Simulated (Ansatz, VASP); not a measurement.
Two plane-wave programs on InP

Contents of POSCAR:

```
InP
1.0
    0.0000000000      2.6851008885      3.4906311550
    2.6851008885      0.0000000000      3.4906311550
    2.6851008885      2.6851008885      0.0000000000
In P
1 1
Direct
    0.0000000000      0.0000000000      0.0000000000
    0.7500000000      0.7500000000      0.7500000000
```

Contents of INCAR.step1:

```
PREC = Accurate
ENCUT = 520
ISMEAR = 0
SIGMA = 0.05
LREAL = F
LASPH = T
NELM = 100
NBANDS = 16
GGA = PE
ALGO = Normal
EDIFF = 1E-4
LWAVE = T
LCHARG = F
```

INCAR.step2

```
PREC = Accurate
ENCUT = 520
EDIFF = 1E-7
ISMEAR = 0
SIGMA = 0.05
LREAL = F
LASPH = T
NELM = 100
ALGO = Normal
ISIF = 2
LWAVE = F
LCHARG = T
METAGGA = R2SCAN
LMIXTAU = T
LELF = T
LVHAR = T
NBANDS = 16
ISTART = 1
```

KPOINTS

```
regular mesh
0
Gamma
  10 10 10
```

Input for Ansatz:

```yaml
crystal:
  lattice:
    - [0.0, 2.6851008885, 3.490631155]
    - [2.6851008885, 0.0, 3.490631155]
    - [2.6851008885, 2.6851008885, 0.0]
  atoms:
    - { symbol: In, position: [0.0, 0.0, 0.0] }
    - { symbol: P, position: [0.75, 0.75, 0.75] }
basis:
  ecutwfc: 500
kpoints:
  mp_grid: { grid: [10, 10, 10] }
hamiltonian:
  xc: r2scan
scf:
  occupations: { method: gaussian, width: 0.05 }
output:
  forces: true
  stress: true
  eigenvalues: true
  write_density: true
  write_potential: true
  elf: true
  volumetric_format: npy
```

Alike in both runs: task single point; functional r2SCAN; k mesh 10 × 10 × 10; occupations gaussian, width 0.05 eV; no spin polarisation.

|  | VASP | Ansatz |
| --- | --- | --- |
| version | VASP 6.6.1 | Ansatz 0.2.0 |
| potentials or method | VASP PAW PBE potentials, release 64 (In_d, P), cutoff 520 eV | scalar-relativistic, plane waves, PAW |
| valence electrons in the cell | 18 | 18 |

|  | VASP | Ansatz | Ansatz less VASP |
| --- | --- | --- | --- |
| gap on the k mesh at the Fermi level (eV) | none | none | - |
| pressure (GPa) | 0.3 | 0.4 | +0.09 |
| traceless stress, the component that is largest in VASP (GPa) | -12.18 | -12.11 | +0.069 |

VASP's potentials were made for PBE, not for r2SCAN. A gap of «none» marks a metal or a gap that the smearing closes. With one functional, cell and mesh, what is left measures potentials, basis and numerics.
